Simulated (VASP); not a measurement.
# Se (P6_3/mmc) in VASP: notebook

Runs on Se. Level: PBEsol. Tasks: single point, relaxation of cell and atoms.

All numbers are computed with VASP 6.6.1; they aren't measurements. Logs are shortened: lines on timing, memory, paths and dates and some standing lists are left out, and cuts for length are marked.

## (1) The cell of the first run

The structure is hexagonal, space group P6_3/mmc (No. 194). The conventional cell has a = 4.219 Å, b = 4.219 Å, c = 6.962 Å, α = 90.00°, β = 90.00°, γ = 120.00°. Se (site symmetry 3m) has 4 Se at 2.59 to 2.61 Å within 3.4 Å.

## (2) Single point, PBEsol

INCAR

```
PREC = Accurate ; ENCUT = 520
EDIFF = 1E-6 ; ISMEAR = 0
SIGMA = 0.1 ; LREAL = False
LASPH = True ; NELM = 100
ALGO = Normal ; ISIF = 2
LWAVE = False ; LCHARG = False
GGA = PS ; NBANDS = 20
```

KPOINTS

```
regular mesh
0
Gamma
  6 6 4
```

POSCAR

```
Se
1.0
    4.2193493202      0.0000000000      0.0000000000
   -2.1096746601      3.6540636988      0.0000000000
    0.0000000000      0.0000000000      6.9619263783
Se
4
Direct
    0.3333333333      0.6666666667      0.4375000000
    0.6666666667      0.3333333333      0.9375000000
    0.6666666667      0.3333333333      0.5625000000
    0.3333333333      0.6666666667      0.0625000000
```

Potentials or basis: VASP PAW PBE potentials, release 64 (Se).

Launch:

```sh
> cat potpaw_PBE.64/Se/POTCAR > POTCAR
> mpirun -np 1 vasp_std > vasp.out
```

OUTCAR:

```text
PREC = Accurate
   ENCUT = 520
   EDIFF = 1E-6
   ISMEAR = 0
   LREAL = False
   LASPH = True
   NELM = 100
   ISIF = 2
   GGA = PS

 ion  position               nearest neighbor table
   1  0.333  0.667  0.438-   3 2.59   3 2.59   3 2.59   4 2.61
   2  0.667  0.333  0.938-   4 2.59   4 2.59   4 2.59   3 2.61
   3  0.667  0.333  0.562-   1 2.59   1 2.59   1 2.59   2 2.61
   4  0.333  0.667  0.062-   2 2.59   2 2.59   2 2.59   1 2.61

  LATTYP: Found a hexagonal cell.
 ALAT       =     4.2193493202
 C/A-ratio  =     1.6500000000

  Lattice vectors:

 A1 = (   4.2193493202,   0.0000000000,   0.0000000000)
 A2 = (  -2.1096746601,   3.6540636988,   0.0000000000)
 A3 = (   0.0000000000,   0.0000000000,   6.9619263783)

Analysis of symmetry for initial positions (statically):
=====================================================================
 Subroutine PRICEL returns:
 Original cell was already a primitive cell.

 Routine SETGRP: Setting up the symmetry group for a
 hexagonal supercell.

 Subroutine GETGRP returns: Found 24 space group operations
 (whereof 12 operations were pure point group operations)
 out of a pool of 24 trial point group operations.

The static configuration has the point symmetry D_3d.
 The point group associated with its full space group is D_6h.

Analysis of symmetry for dynamics (positions and initial velocities):
=====================================================================
 Subroutine PRICEL returns:
 Original cell was already a primitive cell.

 Routine SETGRP: Setting up the symmetry group for a
 hexagonal supercell.

 Subroutine GETGRP returns: Found 24 space group operations
 (whereof 12 operations were pure point group operations)
 out of a pool of 24 trial point group operations.

The dynamic configuration has the point symmetry D_3d.
 The point group associated with its full space group is D_6h.

 Subroutine INISYM returns: Found 24 space group operations
 (whereof 12 operations are pure point group operations),
 and found     1 'primitive' translations

----------------------------------------------------------------------------------------

                                     Primitive cell

  volume of cell :     107.3374

  direct lattice vectors                    reciprocal lattice vectors
     4.219349320  0.000000000  0.000000000     0.237003368  0.136833958  0.000000000
    -2.109674660  3.654063699  0.000000000     0.000000000  0.273667917  0.000000000
     0.000000000  0.000000000  6.961926378     0.000000000  0.000000000  0.143638405

  length of vectors
     4.219349320  4.219349320  6.961926378     0.273667917  0.273667917  0.143638405

  position of ions in fractional coordinates (direct lattice)
     0.333333333  0.666666667  0.437500000
     0.666666667  0.333333333  0.937500000
     0.666666667  0.333333333  0.562500000
     0.333333333  0.666666667  0.062500000

  ion indices of the primitive-cell ions
   primitive index   ion index
                 1           1
                 2           2
                 3           3
                 4           4

----------------------------------------------------------------------------------------

 KPOINTS: regular mesh

Automatic generation of k-mesh.
 Grid dimensions read from file:
 generate k-points for:    6    6    4

 Generating k-lattice:

  Cartesian coordinates                     Fractional coordinates (reciprocal lattice)
     0.039500561  0.022805660  0.000000000     0.166666667  0.000000000  0.000000000
     0.000000000  0.045611319  0.000000000     0.000000000  0.166666667  0.000000000
     0.000000000  0.000000000  0.035909601     0.000000000  0.000000000  0.250000000

  Length of vectors
     0.045611319  0.045611319  0.035909601

  Shift w.r.t. Gamma in fractional coordinates (k-lattice)
     0.000000000  0.000000000  0.000000000

 Subroutine IBZKPT returns following result:
 ===========================================

 Found     21 irreducible k-points:

 Following reciprocal coordinates:
            Coordinates               Weight
  0.000000  0.000000  0.000000      1.000000
  0.166667  0.000000  0.000000      6.000000
  0.333333  0.000000  0.000000      6.000000
  0.500000 -0.000000  0.000000      3.000000
  0.166667  0.166667  0.000000      6.000000
  0.333333  0.166667  0.000000     12.000000
[... 13 lines left out ...]
  0.333333  0.166667  0.500000     12.000000
  0.333333  0.333333  0.500000      2.000000
   k-points           NKPTS =     21   k-points in BZ     NKDIM =     21   number of bands    NBANDS=     20
   number of dos      NEDOS =    301   number of ions     NIONS =      4
   total plane-waves  NPLWV =  55296
   dimension x,y,z NGX =    32 NGY =   32 NGZ =   54
   dimension x,y,z NGXF=    64 NGYF=   64 NGZF=  108
   ions per type =               4
   NGX,Y,Z   is equivalent  to a cutoff of  12.61, 12.61, 12.89 a.u.
   NGXF,Y,Z  is equivalent  to a cutoff of  25.22, 25.22, 25.79 a.u.
 SYSTEM =  unknown system
   PREC   = accura    normal or accurate (medium, high low for compatibility)
   ISTART =      0    job   : 0-new  1-cont  2-samecut
   ICHARG =      2    charge: 1-file 2-atom 10-const
   ISPIN  =      1    spin polarized calculation?
   LNONCOLLINEAR =      F non collinear calculations
   LSORBIT =      F    spin-orbit coupling
   LASPH  =      T    aspherical Exc in radial PAW
   ENCUT  =  520.0 eV  38.22 Ry    6.18 a.u.   7.85  7.85 12.94*2*pi/ulx,y,z
   NELM   =    100;   NELMIN=  2; NELMDL= -5     # of ELM steps
   EDIFF  = 0.1E-05   stopping-criterion for ELM
   LREAL  =      F    real-space projection
   EDIFFG = 0.1E-04   stopping-criterion for IOM
   NSW    =      0    number of steps for IOM
   IBRION =     -1    ionic relax: 0-MD 1-quasi-New 2-CG
   NFREE  =      0    steps in history (QN), initial steepest desc. (CG)
   ISIF   =      2    stress and relaxation
   ISYM   =      2    0-nonsym 1-usesym 2-fastsym
   POTIM  = 0.5000    time-step for ionic-motion
   TEBEG  =    0.0;   TEEND  =   0.0 temperature during run
   PSTRESS=    0.0 pullay stress
   NELECT =      24.0000    total number of electrons
   NUPDOWN=      -1.0000    fix difference up-down
   EMIN   =  10.00;   EMAX   =-10.00  energy-range for DOS
   EFERMI =   0.00;   METHOD = LEGACY
   ISMEAR =     0;   SIGMA  =   0.10  broadening in eV -4-tet -1-fermi 0-gaus
   EFERMI_NEDOS =   21; number of points for ismear=-14 and -15
   IALGO  =     38    algorithm
   IMIX   =      4    mixing-type and parameters
     AMIX     =   0.40;   BMIX     =  1.00
     AMIX_MAG =   1.60;   BMIX_MAG =  1.00
  volume/ion in A,a.u.               =      26.83       181.09
  Fermi-wavevector in a.u.,A,eV,Ry     =   0.993638  1.877704 13.433259  0.987317
  Thomas-Fermi vector in A             =   2.125534
   LORBIT       =      0    0 simple, 1 ext, 2 COOP (PROOUT), +10 PAW based schemes
   GGA     = PS    functional components
   LHFCALC =     F    Hartree Fock is set to
   AEXX    =    0.0000 exact exchange contribution
   IVDW    =     0    specifies the selected vdW correction
   LEPSILON=     F    determine dielectric tensor
   LRPA    =     F    only Hartree local field effects (RPA)
 non-spin polarized calculation
 Gauss-broadening in eV      SIGMA  =   0.10
  energy-cutoff  :      520.00
  volume of cell :      107.34
 maximum number of plane-waves:      2922
 NGX is ok and might be reduce to    32
   NGX = 15   NGY = 15   NGZ = 25

 number of electron      23.9999999 magnetization

 Free energy of the ion-electron system (eV)
  ---------------------------------------------------
  ext. energy  EPLUGINS =         0.00000000
  ---------------------------------------------------
  free energy    TOTEN  =       -12.60131841 eV

  energy without entropy =      -12.57518788  energy(sigma->0) =      -12.58825315

 E-fermi :   3.4011     XC(G=0):  -9.0692

 val. band max:        3.3693681659   @ k =   0.3333   0.1667   0.0000
 cond. band min:       3.4325642732   @ k =   0.3333   0.1667   0.2500
 fundamental gap:      0.0631961073
 Fermi energy:         3.4011137007

 k-point     1 :       0.0000    0.0000    0.0000
  band No.  band energies     occupation
      1     -13.0362      2.00000
      2     -11.8417      2.00000
      3      -8.9544      2.00000
      4      -6.2682      2.00000
      5      -1.4384      2.00000
      6      -1.4384      2.00000
[... 12 lines left out ...]
     19       9.4135      0.00000
     20      10.2506      0.00000

 k-point     2 :       0.1667    0.0000    0.0000
  band No.  band energies     occupation
      1     -12.8356      2.00000
      2     -11.6247      2.00000
      3      -9.2217      2.00000
      4      -6.8758      2.00000
      5      -2.6245      2.00000
      6      -1.7266      2.00000
[... 12 lines left out ...]
     19       9.2996      0.00000
     20       9.4165      0.00000

 k-point     3 :       0.3333    0.0000    0.0000
  band No.  band energies     occupation
      1     -12.2900      2.00000
      2     -11.0254      2.00000
      3      -9.9406      2.00000
      4      -8.1097      2.00000
      5      -3.1339      2.00000
      6      -2.1741      2.00000
[... 12 lines left out ...]
     19       9.9414      0.00000
     20      10.0479      0.00000

 k-point     4 :       0.5000   -0.0000    0.0000
  band No.  band energies     occupation
      1     -11.8114      2.00000
      2     -10.5209      2.00000
      3     -10.4865      2.00000
      4      -8.9181      2.00000
      5      -3.1455      2.00000
      6      -2.3588      2.00000
[... 12 lines left out ...]
     19       9.7615      0.00000
     20      10.1973      0.00000

 k-point     5 :       0.1667    0.1667    0.0000
  band No.  band energies     occupation
      1     -12.4562      2.00000
      2     -11.2093      2.00000
      3      -9.7226      2.00000
      4      -7.7723      2.00000
      5      -2.9770      2.00000
      6      -2.3699      2.00000
[... 12 lines left out ...]
     19       9.5069      0.00000
     20       9.9168      0.00000

 k-point     6 :       0.3333    0.1667    0.0000
  band No.  band energies     occupation
      1     -11.8278      2.00000
      2     -10.5046      2.00000
      3     -10.4890      2.00000
      4      -8.8753      2.00000
      5      -3.0928      2.00000
      6      -2.7065      2.00000
[... 12 lines left out ...]
     19       9.5223      0.00000
     20      10.3355      0.00000

 k-point     7 :       0.3333    0.3333    0.0000
  band No.  band energies     occupation
      1     -11.1760      2.00000
      2     -11.1760      2.00000
      3      -9.7398      2.00000
      4      -9.7398      2.00000
      5      -3.3005      2.00000
      6      -2.4268      2.00000
[... 12 lines left out ...]
     19       8.6071      0.00000
     20       9.8100      0.00000
[... 208 lines left out ...]
 k-point    17 :       0.3333    0.0000    0.5000
  band No.  band energies     occupation
      1     -11.8392      2.00000
      2     -11.8392      2.00000
      3      -8.8940      2.00000
      4      -8.8940      2.00000
      5      -2.1385      2.00000
      6      -2.1385      2.00000
[... 12 lines left out ...]
     19      10.9457      0.00000
     20      10.9526      0.00000

 k-point    18 :       0.5000   -0.0000    0.5000
  band No.  band energies     occupation
      1     -11.4225      2.00000
      2     -11.4225      2.00000
      3      -9.4966      2.00000
      4      -9.4966      2.00000
      5      -2.1127      2.00000
      6      -2.1127      2.00000
[... 12 lines left out ...]
     19      10.8212      0.00000
     20      10.8212      0.00000

 k-point    19 :       0.1667    0.1667    0.5000
  band No.  band energies     occupation
      1     -11.9964      2.00000
      2     -11.9964      2.00000
      3      -8.6359      2.00000
      4      -8.6359      2.00000
      5      -2.0276      2.00000
      6      -2.0276      2.00000
[... 12 lines left out ...]
     19      10.0613      0.00000
     20      10.0613      0.00000

 k-point    20 :       0.3333    0.1667    0.5000
  band No.  band energies     occupation
      1     -11.4342      2.00000
      2     -11.4342      2.00000
      3      -9.4637      2.00000
      4      -9.4637      2.00000
      5      -2.4979      2.00000
      6      -2.4979      2.00000
[... 12 lines left out ...]
     19      10.5579      0.00000
     20      10.5579      0.00000

 k-point    21 :       0.3333    0.3333    0.5000
  band No.  band energies     occupation
      1     -11.1252      2.00000
      2     -11.1252      2.00000
      3      -9.8400      2.00000
      4      -9.8400      2.00000
      5      -2.8659      2.00000
      6      -2.8659      2.00000
[... 12 lines left out ...]
     19      10.7106      0.00000
     20      10.7106      0.00000

------------------------ aborting loop because EDIFF is reached ----------------------------------------

  FORCE on cell =-STRESS in cart. coord.  units (eV):
  Direction    XX          YY          ZZ          XY          YZ          ZX
  --------------------------------------------------------------------------------------
  -------------------------------------------------------------------------------------
  Total        3.6672021      3.6672021      6.3866601      0.0000000      0.0000000      0.0000000
  in kB       54.7386901     54.7386901     95.3308278      0.0000000      0.0000000      0.0000000
  external PRESSURE =      68.2694026 kB  Pullay stress =       0.0000000 kB

 VOLUME and BASIS-vectors are now :
 -----------------------------------------------------------------------------
  energy-cutoff  :      520.00
  volume of cell :      107.34
      direct lattice vectors                 reciprocal lattice vectors
     4.219349320  0.000000000  0.000000000     0.237003368  0.136833958  0.000000000
    -2.109674660  3.654063699  0.000000000     0.000000000  0.273667917  0.000000000
     0.000000000  0.000000000  6.961926378     0.000000000  0.000000000  0.143638405

 POSITION                                       TOTAL-FORCE (eV/Angst)
 -----------------------------------------------------------------------------------
     -0.00000      2.43604      3.04584        -0.000000      0.000000      0.678262
      2.10967      1.21802      6.52681         0.000000     -0.000000      0.678262
      2.10967      1.21802      3.91608         0.000000     -0.000000     -0.678262
     -0.00000      2.43604      0.43512        -0.000000      0.000000     -0.678262
 -----------------------------------------------------------------------------------
    total drift:                               -0.000000     -0.000000     -0.000000

  FREE ENERGIE OF THE ION-ELECTRON SYSTEM (eV)
  ---------------------------------------------------
  free  energy   TOTEN  =       -12.6013184069 eV

  energy  without entropy=      -12.5751878834  energy(sigma->0) =      -12.58825315
```

It took 12 s on 1 thread of Intel Xeon 6975P-C (Granite Rapids), shared host; peak memory 0.22 GiB.

Results:

| Item | Value |
| --- | --- |
| Free energy | -12.6013 eV |
| Pressure | 6.8 GPa |
| Largest force | 0.678 eV/Å |
| Band gap on the k mesh | zero (band 12 reaches 3.99 eV, above the bottom of band 13 at 2.50 eV) |

Forces in eV/Å, atoms in the order of the input:
```
Se   0.000  0.000  0.678
Se   0.000  0.000  0.678
Se   0.000  0.000 -0.678
Se   0.000  0.000 -0.678
```

Stress tensor (GPa, compression positive):
```
5.47 0.00 0.00
0.00 5.47 0.00
0.00 0.00 9.53
```

Caveat: the PAW data sets were made with another functional, which shifts forces and pressure a little.

(Continued in part 2 of 2.)
